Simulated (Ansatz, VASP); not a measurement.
**LaAl4Cl3 in VASP and in Ansatz**

```
La Al Cl
1.0
     5.33252    0.00000    0.00000
    -2.66626    4.61810    0.00000
     0.00000    0.00000   12.82596
La Al Cl
1 4 3
Direct
  0.00000 0.00000 0.50000
  0.33333 0.66667 0.00000
  0.66667 0.33333 0.00000
  0.33333 0.66667 0.50000
  0.66667 0.33333 0.50000
  0.00000 0.00000 0.00000
  0.00000 0.00000 0.29274
  0.00000 0.00000 0.70726
```

Alike in both runs: task single point; functional PBE; k mesh 12 × 12 × 4; occupations gaussian, width 0.1 eV; no spin polarisation.

```csv
,VASP,Ansatz
version,VASP 6.6.1,Ansatz 0.2.0
potentials or method,"VASP PAW PBE potentials, release 64 (La, Al, Cl), cutoff 520 eV","scalar-relativistic, plane waves, PAW"
valence electrons in the cell,44,44
```

Ansatz gave:

```
gap on the k mesh at the Fermi level (eV) : none
pressure (GPa)                            : 0.0
rms of the force components (eV/Å)        : 0.001
```

Question: Estimate VASP's values.

Answer: gap on the k mesh at the Fermi level (eV): none; pressure (GPa): 0.0; rms of the force components (eV/Å): 0.004.

Atom by atom the forces differ by 0.004 eV/Å (rms over components). A gap of «none» marks a metal or a gap that the smearing closes. The functional is the same, so the differences come from potentials, cutoffs and numerics.

Spin-orbit coupling is off throughout.
